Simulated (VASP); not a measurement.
# As (Fm-3m) in VASP: a series of runs, part 2 of 2

VASP 6.6.1. Earlier steps stand in the parts before.

**4. Single point, PBEsol (volume scaled by 1.08)**

Contents of INCAR:

```
PREC = Accurate
ENCUT = 520
EDIFF = 1E-7
ISMEAR = -1
SIGMA = 0.1
LREAL = False
LASPH = True
NELM = 60
ALGO = Normal
ISIF = 2
LWAVE = False
LCHARG = True
GGA = PS
LELF = True
LVHAR = True
NBANDS = 8
```

Contents of KPOINTS:

```
Automatic mesh
0
Gamma
  15 15 15
```

Contents of POSCAR:

```
As
1.0
    0.0000000000      2.1515446322      2.1515446322
    2.1515446322      0.0000000000      2.1515446322
    2.1515446322      2.1515446322      0.0000000000
As
1
Direct
    0.0000000000      0.0000000000      0.0000000000
```

Potentials or basis: VASP PAW PBE potentials, release 64 (As).

Launch:

```
> cat potpaw_PBE.64/As/POTCAR > POTCAR
> mpirun -np 1 vasp_std > vasp.out
```

OUTCAR:

```text
PREC = Accurate
   ENCUT = 520
   EDIFF = 1E-7
   ISMEAR = -1
   LREAL = False
   LASPH = True
   NELM = 60
   ISIF = 2
   GGA = PS

 ion  position               nearest neighbor table
   1  0.000  0.000  0.000-

  LATTYP: Found a face centered cubic cell.
 ALAT       =     4.3030892644

  Lattice vectors:

 A1 = (   0.0000000000,   2.1515446322,   2.1515446322)
 A2 = (   2.1515446322,   0.0000000000,   2.1515446322)
[... 440 lines left out ...]
      6      17.4938      0.00000
      7      20.3497      0.00000
      8      20.8724      0.00000

 [... further k-points ...]

------------------------ aborting loop because EDIFF is reached ----------------------------------------

  FORCE on cell =-STRESS in cart. coord.  units (eV):
  Direction    XX          YY          ZZ          XY          YZ          ZX
  --------------------------------------------------------------------------------------
  -------------------------------------------------------------------------------------
  Total       -0.7299923     -0.7299923     -0.7299923      0.0000000      0.0000000      0.0000000
  in kB      -58.7148286    -58.7148286    -58.7148286      0.0000000      0.0000000      0.0000000
  external PRESSURE =     -58.7148286 kB  Pullay stress =       0.0000000 kB

 VOLUME and BASIS-vectors are now :
 -----------------------------------------------------------------------------
  energy-cutoff  :      520.00
  volume of cell :       19.92
      direct lattice vectors                 reciprocal lattice vectors
     0.000000000  2.151544632  2.151544632    -0.232391182  0.232391182  0.232391182
     2.151544632  0.000000000  2.151544632     0.232391182 -0.232391182  0.232391182
     2.151544632  2.151544632  0.000000000     0.232391182  0.232391182 -0.232391182

 POSITION                                       TOTAL-FORCE (eV/Angst)
 -----------------------------------------------------------------------------------
      0.00000      0.00000      0.00000         0.000000      0.000000      0.000000
 -----------------------------------------------------------------------------------
    total drift:                                0.000000     -0.000000     -0.000000

  FREE ENERGIE OF THE ION-ELECTRON SYSTEM (eV)
  ---------------------------------------------------
  free  energy   TOTEN  =        -4.6123697864 eV

  energy  without entropy=       -4.5943913849  energy(sigma->0) =       -4.60338059
```

stdout:

```text
POSCAR found type information on POSCAR As
 POSCAR found :  1 types and       1 ions
 scaLAPACK will be used
 -----------------------------------------------------------------------------
|                                                                             |
|                                                                             |
|     You enforced a specific xc type in the INCAR file but a different       |
|     I HOPE YOU KNOW WHAT YOU ARE DOING!                                     |
|                                                                             |
 -----------------------------------------------------------------------------

 LDA part: xc-table for (Slater+PW92), standard interpolation
 POSCAR, INCAR and KPOINTS ok, starting setup
 FFT: planning ... GRIDC
 FFT: planning ... GRID_SOFT
 FFT: planning ... GRID
 WAVECAR not read
 entering main loop
```

Wall time 10 s (1 thread of Intel Xeon Platinum 8259CL at 2.50GHz (Skylake/Cascade Lake), shared host); peak memory 0.15 GiB.

Results:

```
Free energy : -4.6124 eV
Pressure    : -5.9 GPa
```

Levels at points of the mesh, in eV from the Fermi level:
| k point | band 1 | band 2 | band 3 | band 4 | band 5 | band 6 |
| --- | --- | --- | --- | --- | --- | --- |
| (0.00, 0.00, 0.00) | -14.80 | 5.38 | 5.38 | 5.38 | 12.14 | 12.14 |

Caveat: the PAW data sets were made with another functional, which shifts forces and pressure a little.

**5. Single point, PBEsol (volume scaled by 1.12)**

Contents of INCAR:

```
SYSTEM = As
  ALGO = Normal
  EDIFF = 1E-6
  ENCUT = 520
  GGA = PS
  ISIF = 2
  ISMEAR = -1
  LASPH = .True.
  LCHARG = .False.
  LREAL = .False.
  LWAVE = .False.
  NBANDS = 8
  NELM = 80
  PREC = Accurate
  SIGMA = 0.1
```

Contents of KPOINTS:

```
k-points
0
Gamma
  15 15 15
  0 0 0
```

Contents of POSCAR:

```
As
1.0
    0.0000000000      2.1777855675      2.1777855675
    2.1777855675      0.0000000000      2.1777855675
    2.1777855675      2.1777855675      0.0000000000
As
1
Direct
    0.0000000000      0.0000000000      0.0000000000
```

Launch:

```
> cat potpaw_PBE.64/As/POTCAR > POTCAR
> mpirun -np 1 vasp_std > vasp.out
```

Run time: 12 s. Hardware: 1 thread of Intel Xeon Platinum 8259CL at 2.50GHz (Skylake/Cascade Lake), shared host; peak memory 0.15 GiB.

The run converged. Its results:

- Free energy: -4.5801 eV
- Pressure: -8.1 GPa

Levels at points of the mesh, in eV from the Fermi level:
| k point | band 1 | band 2 | band 3 | band 4 | band 5 |
| --- | --- | --- | --- | --- | --- |
| (0.00, 0.00, 0.00) | -14.50 | 5.11 | 5.11 | 5.11 | 12.00 |

Caveat: the PAW data sets were made with another functional, which shifts forces and pressure a little.

**6. Single point, PBEsol**

Contents of INCAR:

```
SYSTEM = As
ALGO = Normal
EDIFF = 1E-6
ENCUT = 520
GGA = PS
ISIF = 2
ISMEAR = -1
LASPH = .TRUE.
LCHARG = .FALSE.
LREAL = .FALSE.
LWAVE = .FALSE.
NBANDS = 8
NELM = 80
PREC = Accurate
SIGMA = 0.1
```

Contents of KPOINTS:

```
k-points
0
G
  21 21 21
  0 0 0
```

Contents of POSCAR:

```
As
1.0
    0.0000000000      2.0970515564      2.0970515564
    2.0970515564      0.0000000000      2.0970515564
    2.0970515564      2.0970515564      0.0000000000
As
1
Direct
    0.0000000000      0.0000000000      0.0000000000
```

Potentials or basis: VASP PAW PBE potentials, release 64 (As).

Launch:

```
> cat potpaw_PBE.64/As/POTCAR > POTCAR
> mpirun -np 1 vasp_std > vasp.out
```

OUTCAR:

```text
SYSTEM = As
   EDIFF = 1E-6
   ENCUT = 520
   GGA = PS
   ISIF = 2
   ISMEAR = -1
   LASPH = .TRUE.
   LREAL = .FALSE.
   NELM = 80
   PREC = Accurate

 ion  position               nearest neighbor table
   1  0.000  0.000  0.000-

  LATTYP: Found a face centered cubic cell.
 ALAT       =     4.1941031128

  Lattice vectors:

 A1 = (   0.0000000000,   2.0970515564,   2.0970515564)
 A2 = (   2.0970515564,   0.0000000000,   2.0970515564)
[... 443 lines left out ...]
      8      21.6673      0.00000

 [... further k-points ...]

------------------------ aborting loop because EDIFF is reached ----------------------------------------

  FORCE on cell =-STRESS in cart. coord.  units (eV):
  Direction    XX          YY          ZZ          XY          YZ          ZX
  --------------------------------------------------------------------------------------
  -------------------------------------------------------------------------------------
  Total        0.0172383      0.0172383      0.0172383      0.0000000      0.0000000      0.0000000
  in kB        1.4974328      1.4974328      1.4974328      0.0000000      0.0000000      0.0000000
  external PRESSURE =       1.4974328 kB  Pullay stress =       0.0000000 kB

 VOLUME and BASIS-vectors are now :
 -----------------------------------------------------------------------------
  energy-cutoff  :      520.00
  volume of cell :       18.44
      direct lattice vectors                 reciprocal lattice vectors
     0.000000000  2.097051556  2.097051556    -0.238429999  0.238429999  0.238429999
     2.097051556  0.000000000  2.097051556     0.238429999 -0.238429999  0.238429999
     2.097051556  2.097051556  0.000000000     0.238429999  0.238429999 -0.238429999

 POSITION                                       TOTAL-FORCE (eV/Angst)
 -----------------------------------------------------------------------------------
      0.00000      0.00000      0.00000         0.000000     -0.000000      0.000000
 -----------------------------------------------------------------------------------
    total drift:                                0.000000     -0.000000      0.000000

  FREE ENERGIE OF THE ION-ELECTRON SYSTEM (eV)
  ---------------------------------------------------
  free  energy   TOTEN  =        -4.6379388885 eV

  energy  without entropy=       -4.6204433338  energy(sigma->0) =       -4.62919111
```

Run time: 20 s. Hardware: 1 thread of Intel Xeon Platinum 8259CL at 2.50GHz (Skylake/Cascade Lake), shared host; peak memory 0.17 GiB.

What came out:

* Free energy: -4.6379 eV
* Pressure: 0.1 GPa

Caveat: the PAW data sets were made with another functional, which shifts forces and pressure a little.

**7. The runs side by side**

| cell | k mesh | gap on the mesh (eV) | pressure (GPa) |
| --- | --- | --- | --- |
| a = 2.966 Å, angles 60.0°, 1 atom | 15 × 15 × 15 | none | 0.2 |
| a = 3.005 Å, angles 60.0°, 1 atom | 15 × 15 × 15 | none | -3.1 |
| a = 3.043 Å, angles 60.0°, 1 atom | 15 × 15 × 15 | none | -5.9 |
| a = 3.080 Å, angles 60.0°, 1 atom | 15 × 15 × 15 | none | -8.1 |
| a = 2.966 Å, angles 60.0°, 1 atom | 21 × 21 × 21 | none | 0.1 |

Alike in all rows: task single point; level PBEsol; potentials or basis VASP PAW PBE potentials, release 64 (As); no spin polarisation; cutoff (eV) 520; smearing fermi-dirac 0.1 eV.

Caveats: the PAW data sets were made with another functional, which shifts forces and pressure a little.

Absolute energies hang on the potentials; compare differences alone.
